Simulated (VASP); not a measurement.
# CaO (Fm-3m) in VASP: notebook, part 2 of 2

VASP 6.6.1. The steps go on from the part before.

## (3) Single point, PBE+D3(BJ)

This run uses another cell than the first one, of 13.68 Å³/atom.

File INCAR:

```
SYSTEM = CaO
ALGO = Normal
EDIFF = 1E-6
ENCUT = 600
GGA = PE
GGA_COMPAT = .FALSE.
ISIF = 2
ISMEAR = 0
IVDW = 12
LASPH = .TRUE.
LCHARG = .FALSE.
LREAL = .FALSE.
LWAVE = .FALSE.
NBANDS = 15
NELM = 120
PREC = Accurate
SIGMA = 0.02
```

File KPOINTS:

```
k-points
0
G
  8 8 8
  0 0 0
```

File POSCAR:

```
CaO
1.0
    0.0000000000      2.3916616090      2.3916616090
    2.3916616090      0.0000000000      2.3916616090
    2.3916616090      2.3916616090      0.0000000000
Ca O
1 1
Direct
    0.0000000000      0.0000000000      0.0000000000
    0.5000000000      0.5000000000      0.5000000000
```

Potentials or basis: VASP PAW PBE potentials, release 64 (Ca_sv, O).

On the command line:

```
> cat potpaw_PBE.64/Ca_sv/POTCAR potpaw_PBE.64/O/POTCAR > POTCAR
> mpirun -np 1 vasp_std > vasp.out
```

OUTCAR:

```text
SYSTEM = CaO
   EDIFF = 1E-6
   ENCUT = 600
   GGA = PE
   ISIF = 2
   ISMEAR = 0
   IVDW = 12
   LASPH = .TRUE.
   LREAL = .FALSE.
   NELM = 120
   PREC = Accurate
 IVDW          = 12

 ion  position               nearest neighbor table
   1  0.000  0.000  0.000-   2 2.39   2 2.39   2 2.39   2 2.39   2 2.39   2 2.39
   2  0.500  0.500  0.500-   1 2.39   1 2.39   1 2.39   1 2.39   1 2.39   1 2.39

  LATTYP: Found a face centered cubic cell.
 ALAT       =     4.7833232180

  Lattice vectors:

 A1 = (   0.0000000000,   2.3916616090,   2.3916616090)
 A2 = (   2.3916616090,   0.0000000000,   2.3916616090)
 A3 = (   2.3916616090,   2.3916616090,   0.0000000000)

Analysis of symmetry for initial positions (statically):
=====================================================================
 Subroutine PRICEL returns:
 Original cell was already a primitive cell.

 Routine SETGRP: Setting up the symmetry group for a
 face centered cubic supercell.

 Subroutine GETGRP returns: Found 48 space group operations
 (whereof 48 operations were pure point group operations)
 out of a pool of 48 trial point group operations.

The static configuration has the point symmetry O_h .

Analysis of symmetry for dynamics (positions and initial velocities):
[... 178 lines left out ...]
     11       8.6927      0.00000
     12       8.6927      0.00000
     13      10.2218      0.00000
     14      10.2218      0.00000
[... 401 lines left out ...]
      2     -16.8405      2.00000
      3     -16.1504      2.00000
      4     -16.0311      2.00000
      5     -12.1677      2.00000
      6       0.3581      2.00000
      7       1.2894      2.00000
      8       1.3548      2.00000
      9       9.2374      0.00000
     10       9.3186      0.00000
     11      11.2728      0.00000
     12      11.4806      0.00000
     13      12.7552      0.00000
     14      14.4919      0.00000
     15      16.4557      0.00000

 [... further k-points ...]

------------------------ aborting loop because EDIFF is reached ----------------------------------------

 Edisp (eV)   -0.55252

 E8    (eV) :    -0.2479

  FORCE on cell =-STRESS in cart. coord.  units (eV):
  Direction    XX          YY          ZZ          XY          YZ          ZX
  --------------------------------------------------------------------------------------
  -------------------------------------------------------------------------------------
  Total       0.08573     0.08573     0.08573    -0.00000     0.00000     0.00000
  in kB       5.01993     5.01993     5.01993    -0.00000     0.00000     0.00000
  external pressure =        5.02 kB  Pullay stress =        0.00 kB

 VOLUME and BASIS-vectors are now :
 -----------------------------------------------------------------------------
  energy-cutoff  :      600.00
  volume of cell :       27.36
      direct lattice vectors                 reciprocal lattice vectors
     0.000000000  2.391661609  2.391661609    -0.209059676  0.209059676  0.209059676
     2.391661609  0.000000000  2.391661609     0.209059676 -0.209059676  0.209059676
     2.391661609  2.391661609  0.000000000     0.209059676  0.209059676 -0.209059676

 POSITION                                       TOTAL-FORCE (eV/Angst)
 -----------------------------------------------------------------------------------
      0.00000      0.00000      0.00000        -0.000000      0.000000      0.000000
      2.39166      2.39166      2.39166         0.000000     -0.000000     -0.000000
 -----------------------------------------------------------------------------------
    total drift:                                0.000000      0.000000      0.000000

  FREE ENERGIE OF THE ION-ELECTRON SYSTEM (eV)
  ---------------------------------------------------
  free  energy   TOTEN  =       -13.3479638965 eV

  energy  without entropy=      -13.3479638965  energy(sigma->0) =      -13.34796390
```

OSZICAR:

```text
N       E                     dE             d eps       ncg     rms          rms(c)
DAV:   1     0.132411829565E+03    0.13241E+03   -0.90854E+03   870   0.122E+03
DAV:   2    -0.898759316095E+01   -0.14140E+03   -0.13218E+03  1087   0.301E+02
DAV:   3    -0.143523068685E+02   -0.53647E+01   -0.53315E+01  1031   0.615E+01
DAV:   4    -0.145059726691E+02   -0.15367E+00   -0.15356E+00  1225   0.918E+00
DAV:   5    -0.145077481202E+02   -0.17755E-02   -0.17754E-02  1018   0.960E-01    0.856E+00
DAV:   6    -0.128697873858E+02    0.16380E+01   -0.50378E+00   962   0.221E+01    0.355E+00
DAV:   7    -0.127991176946E+02    0.70670E-01   -0.40159E-01   989   0.665E+00    0.180E+00
DAV:   8    -0.127964438387E+02    0.26739E-02   -0.75918E-02  1108   0.299E+00    0.429E-01
DAV:   9    -0.127948228170E+02    0.16210E-02   -0.46790E-03   884   0.585E-01    0.110E-01
DAV:  10    -0.127954634727E+02   -0.64066E-03   -0.71407E-04  1059   0.242E-01    0.404E-02
DAV:  11    -0.127954411744E+02    0.22298E-04   -0.49379E-05  1060   0.828E-02    0.728E-03
DAV:  12    -0.127954408073E+02    0.36709E-06   -0.71659E-06   996   0.247E-02
   1 F= -.13347964E+02 E0= -.13347964E+02  d E =-.918536E-24
```

It took 7.4 s on 1 thread of Intel Xeon 6975P-C (Granite Rapids), shared host; peak memory 0.17 GiB.

What came out:

| Property | Result |
| --- | --- |
| Free energy | -13.3480 eV |
| Pressure | 0.5 GPa |
| Band gap on the k mesh | 3.63 eV (least direct gap 4.00 eV) |
| Dispersion energy per atom | -0.276 eV |

## (4) Relaxation of cell and atoms, PBE+D3(BJ)

File INCAR:

```
PREC = Accurate ; ENCUT = 600
EDIFF = 1E-7 ; ISMEAR = 0
SIGMA = 0.02 ; LREAL = False
LASPH = True ; NELM = 120
ALGO = Normal ; ISIF = 3
LWAVE = False ; LCHARG = False
GGA = PE ; IVDW = 12
IBRION = 2 ; NSW = 100
EDIFFG = -0.01 ; GGA_COMPAT = False
NELMIN = 4
```

File KPOINTS:

```
regular mesh
0
Gamma
  8 8 8
```

File POSCAR:

```
CaO
1.0
    0.0000000000      2.4035556300      2.4035556300
    2.4035556300      0.0000000000      2.4035556300
    2.4035556300      2.4035556300      0.0000000000
Ca O
1 1
Direct
    0.0000000000      0.0000000000      0.0000000000
    0.5000000000      0.5000000000      0.5000000000
```

Potentials or basis: VASP PAW PBE potentials, release 64 (Ca_sv, O).

On the command line:

```
> cat potpaw_PBE.64/Ca_sv/POTCAR potpaw_PBE.64/O/POTCAR > POTCAR
> mpirun -np 1 vasp_std > vasp.out
```

OUTCAR:

```text
PREC = Accurate
   ENCUT = 600
   EDIFF = 1E-7
   ISMEAR = 0
   LREAL = False
   LASPH = True
   NELM = 120
   ISIF = 3
   GGA = PE
   IVDW = 12
   IBRION = 2
   NSW = 100
   EDIFFG = -0.01
   NELMIN = 4
 IVDW          = 12

 ion  position               nearest neighbor table
   1  0.000  0.000  0.000-   2 2.40   2 2.40   2 2.40   2 2.40   2 2.40   2 2.40
   2  0.500  0.500  0.500-   1 2.40   1 2.40   1 2.40   1 2.40   1 2.40   1 2.40

  LATTYP: Found a face centered cubic cell.
 ALAT       =     4.8071112600

  Lattice vectors:

 A1 = (   0.0000000000,   2.4035556300,   2.4035556300)
 A2 = (   2.4035556300,   0.0000000000,   2.4035556300)
 A3 = (   2.4035556300,   2.4035556300,   0.0000000000)

Analysis of symmetry for initial positions (statically):
=====================================================================
 Subroutine PRICEL returns:
 Original cell was already a primitive cell.

 Routine SETGRP: Setting up the symmetry group for a
[... 255 lines left out ...]
  free energy    TOTEN  =       -12.79888992 eV

  energy without entropy =      -12.79888992  energy(sigma->0) =      -12.79888992

 E-fermi :   2.6254     XC(G=0): -10.5239

 val. band max:        2.4046540054   @ k =   0.0000   0.0000   0.0000
 cond. band min:       6.0385876950   @ k =   0.5000   0.5000   0.0000
 fundamental gap:      3.6339336896
 Fermi energy:         2.6254186177

 k-point     1 :       0.0000    0.0000    0.0000
  band No.  band energies     occupation
      1     -35.1903      2.00000
      2     -15.9472      2.00000
      3     -15.9472      2.00000
      4     -15.9472      2.00000
      5     -13.1471      2.00000
      6       2.4047      2.00000
      7       2.4047      2.00000
      8       2.4047      2.00000
      9       7.1999      0.00000
     10       8.6557      0.00000
     11       8.6557      0.00000
     12       8.6557      0.00000
[... 331 lines left out ...]
 k-point    24 :      -0.3750    0.2500    0.1250
  band No.  band energies     occupation
      1     -35.0662      2.00000
      2     -16.8711      2.00000
      3     -16.1941      2.00000
      4     -16.0767      2.00000
      5     -12.1997      2.00000
      6       0.3386      2.00000
      7       1.2671      2.00000
      8       1.3346      2.00000
      9       9.1934      0.00000
     10       9.2744      0.00000
     11      11.2203      0.00000
     12      11.4199      0.00000

 [... further k-points ...]

------------------------ aborting loop because EDIFF is reached ----------------------------------------

 Edisp (eV)   -0.54996

 E8    (eV) :    -0.2468
[... 25 lines left out ...]
  FREE ENERGIE OF THE ION-ELECTRON SYSTEM (eV)
  ---------------------------------------------------
  free  energy   TOTEN  =       -13.3488495010 eV

  energy  without entropy=      -13.3488495010  energy(sigma->0) =      -13.34884950

 reached required accuracy - stopping structural energy minimisation
```

OSZICAR:

```text
N       E                     dE             d eps       ncg     rms          rms(c)
DAV:   1     0.140421845561E+03    0.14042E+03   -0.93013E+03   696   0.151E+03
DAV:   2    -0.689552716859E+01   -0.14732E+03   -0.13903E+03   796   0.356E+02
DAV:   3    -0.142328444998E+02   -0.73373E+01   -0.72766E+01   892   0.815E+01
DAV:   4    -0.145093238712E+02   -0.27648E+00   -0.27618E+00  1020   0.139E+01
[... 29 lines left out ...]
DAV:   5    -0.127988844875E+02   -0.11044E-05   -0.23165E-06   868   0.180E-02    0.125E-02
DAV:   6    -0.127988908446E+02   -0.63570E-05   -0.13603E-05  1116   0.218E-02    0.510E-03
DAV:   7    -0.127988897674E+02    0.10772E-05   -0.12393E-06  1140   0.105E-02    0.925E-04
DAV:   8    -0.127988898828E+02   -0.11544E-06   -0.35616E-08   432   0.175E-03    0.245E-04
DAV:   9    -0.127988899200E+02   -0.37153E-07   -0.29365E-08   348   0.134E-03
   3 F= -.13348850E+02 E0= -.13348850E+02  d E =-.102343E-02
```

It took 18 s on 1 thread of Intel Xeon 6975P-C (Granite Rapids), shared host; peak memory 0.18 GiB.

Results:

```yaml
Free_energy: -13.3488 eV
Relaxed_volume: 13.74 Å³/atom
Relaxed_cell: a = 3.387 Å, b = 3.387 Å, c = 3.387 Å, α = 60.00°, β = 60.00°, γ = 60.00°
Space_group_after_relaxing_to_0.1_Å: Fm-3m (No. 225)
Energy_gained_by_relaxing: 0.5 meV/atom
Ionic_steps: 3
Pressure_after_relaxing: 0.0 GPa
Band_gap_on_the_k_mesh: 3.63 eV (least direct gap 4.01 eV)
Dispersion_energy_per_atom: -0.275 eV
```

The path:
```tsv
step	energy change (eV)	largest force (eV/Å)	pressure (GPa)	volume (Å³)
1	0.0000	0.0000	-1.13	27.77
2	-0.0009	0.0000	0.44	27.38
3	-0.0010	0.0000	0.00	27.48
```

Final structure:
```
CELL_PARAMETERS angstrom
0.00000 2.39526 2.39526
2.39526 0.00000 2.39526
2.39526 2.39526 0.00000
ATOMIC_POSITIONS crystal
Ca 0.00000 0.00000 0.00000
O 0.50000 0.50000 0.50000
```

Levels at points of the mesh, in eV from the valence-band top:
```tsv
k point	band 6	band 7	band 8	band 9	band 10	band 11
(0.00, 0.00, 0.00)	0.00	0.00	0.00	4.80	6.25	6.25
(0.50, 0.00, 0.00)	-2.66	-1.22	-1.22	7.10	8.41	8.41
(0.50, 0.50, 0.00)	-1.30	-0.37	-0.37	3.63	8.12	8.95
```

## (5) Overview

```tsv
task	cell	k mesh	smearing	gap on the mesh (eV)	pressure (GPa)
single point	a = 3.399 Å, angles 60.0°, 2 atoms	6 × 6 × 6	gaussian 0.1 eV	3.64	-1.2
single point	a = 3.382 Å, angles 60.0°, 2 atoms	8 × 8 × 8	gaussian 0.02 eV	3.63	0.5
relaxation of cell and atoms	relaxed from a = 3.399 Å, angles 60.0°, 2 atoms	8 × 8 × 8	gaussian 0.02 eV	3.63	0.0
```

Alike in all rows: level PBE+D3(BJ); potentials or basis VASP PAW PBE potentials, release 64 (Ca_sv, O); no spin polarisation; cutoff (eV) 600.

Total energies depend on the potentials used, so only differences within one code and one set of settings carry meaning.
